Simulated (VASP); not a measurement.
Write the native input for VASP 6.6.1 that does the following.

| Quantity | Value |
| --- | --- |
| Task | single point |
| Functional | PBE |
| Potentials or basis | VASP PAW PBE potentials, release 64 (Mg) |
| Cutoff | 520 eV |
| k mesh | 16 × 16 × 16 |
| Occupations | gaussian, width 0.1 eV |
| Spin | no spin polarisation |
| Dipole correction | no |
| Further INCAR settings | ALGO = Fast; EDIFF = 1e-07; NBANDS = 7 |

The structure of Mg lies in POSCAR:

```
Mg
1.0
   -1.8530479922      1.8530479922      1.5942414421
    1.8530479922     -1.8530479922      1.5942414421
    1.8530479922      1.8530479922     -1.5942414421
Mg
1
Direct
    0.0000000000      0.0000000000      0.0000000000
```

This cell differs from its parent crystal: strained.

These files were run (other wordings do the same):

INCAR

```
SYSTEM = Mg
PREC = Accurate ; ENCUT = 520
EDIFF = 1E-7 ; ISMEAR = 0
SIGMA = 0.1 ; LREAL = .False.
LASPH = .True. ; NELM = 100
ALGO = Fast ; ISIF = 2
LWAVE = .False. ; LCHARG = .True.
GGA = PE ; LELF = .True.
LVHAR = .True. ; NBANDS = 7
```

KPOINTS

```
Automatic mesh
0
Gamma
  16 16 16
  0 0 0
```

Potentials or basis: VASP PAW PBE potentials, release 64 (Mg).

Run with:

```bash
$ cat potpaw_PBE.64/Mg/POTCAR > POTCAR
$ mpirun -np 1 vasp_std > vasp.out
```

Results of the run:

```yaml
Pressure: 2.1 GPa
Band_gap_on_the_k_mesh: zero (bands 1 and 2 overlap by 4.67 eV)
```

Caveat: the cell differs from its parent crystal (strained).

It took 38 s on 1 thread of Intel Xeon 8259CL (shared host), peak memory 0.18 GiB.
